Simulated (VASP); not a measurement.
Input of a VASP 6.6.1 run:

File INCAR:

```
SYSTEM = C
PREC = Accurate
ENCUT = 520
EDIFF = 1E-7
ISMEAR = 0
SIGMA = 0.01
LREAL = .False.
LASPH = .True.
NELM = 100
ALGO = Normal
ISIF = 2
LWAVE = .False.
LCHARG = .False.
GGA = PE
NBANDS = 11
```

The input KPOINTS:

```
regular mesh
0
Gamma
  6 6 6
  0 0 0
```

POSCAR

```
C
1.0
    0.0000000000      1.7801241425      1.7267204183
    1.7801241425      0.0000000000      1.7267204183
    1.7801241425      1.7801241425      0.0000000000
C
2
Direct
    0.0000000000      0.0000000000      0.0000000000
    0.2500000000      0.2500000000      0.2500000000
```

Potentials or basis: VASP PAW PBE potentials, release 64 (C).

Launch:

```sh
$ cat potpaw_PBE.64/C/POTCAR > POTCAR
$ mpirun -np 1 vasp_std > vasp.out
```

**Question.** Estimate the band gap on the k mesh.

**Answer.** 3.45 eV, indirect (least direct gap 5.14 eV).

**Question.** Estimate the pressure.

**Answer.** 19.6 GPa.

Stress tensor (GPa, compression positive):
```
10.10  0.00  0.00
 0.00 10.10  0.00
 0.00  0.00 38.48
```

Caveat: the k points lie up to 0.51 Å⁻¹ apart; the cell differs from its parent crystal (uniaxial z strain -3.0%). A k mesh can miss the band edges.
